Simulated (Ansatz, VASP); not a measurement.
**CdAg: VASP beside Ansatz**

```xyz
2
Lattice="3.2850 0.0000 0.0000 0.0000 3.2850 0.0000 0.0000 0.0000 3.2850" Properties=species:S:1:pos:R:3 pbc="T T T"
Cd    1.6425    1.6425    1.6425
Ag    0.0000    0.0000    0.0000
```

Change from the starting cell: volume scaled by 0.96.

Alike in both runs: task single point; functional PBEsol; k mesh 12 × 12 × 12; occupations fermi-dirac, width 0.05 eV; no spin polarisation.

|  | VASP | Ansatz |
| --- | --- | --- |
| version | VASP 6.6.1 | Ansatz 0.2.0 |
| potentials or method | VASP PAW PBE potentials, release 64 (Cd, Ag), cutoff 520 eV | all-electron LAPW, scalar-relativistic |

|  | VASP | Ansatz | Ansatz less VASP |
| --- | --- | --- | --- |
| pressure (GPa) | 2.7 | 2.3 | -0.44 |

VASP's potentials were made for PBE, not for PBEsol. Ansatz ran all-electron here, and VASP with PAW potentials.
